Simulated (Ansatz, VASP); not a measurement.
## Two plane-wave programs on SiC

```
CELL_PARAMETERS angstrom
3.13362 0.00000 0.00000
-1.56681 2.71379 0.00000
0.00000 0.00000 4.94014
ATOMIC_POSITIONS crystal
Si 0.33333 0.66667 0.00226
Si 0.66667 0.33333 0.50226
C 0.33333 0.66667 0.38274
C 0.66667 0.33333 0.88274
```

Alike in both runs: functional PBE; k mesh 12 × 12 × 6; occupations gaussian, width 0.05 eV; no spin polarisation.

Ansatz relaxed the structure, and its values are those at the end. VASP's run is a single point on that final structure, the one shown.

|  | VASP | Ansatz |
| --- | --- | --- |
| version | VASP 6.6.1 | Ansatz 0.2.0 |
| potentials or method | VASP PAW PBE potentials, release 64 (Si, C), cutoff 520 eV | scalar-relativistic, plane waves, PAW |
| valence electrons in the cell | 16 | 16 |

```tsv
	VASP	Ansatz	Ansatz less VASP
gap on the k mesh at the Fermi level (eV)	2.28	2.28	+0.006
least direct gap on the mesh (eV)	3.61	3.61	+0.006
pressure (GPa)	0.0	0.0	+0.03
```

Ansatz's warnings: stress scf threshold loose.
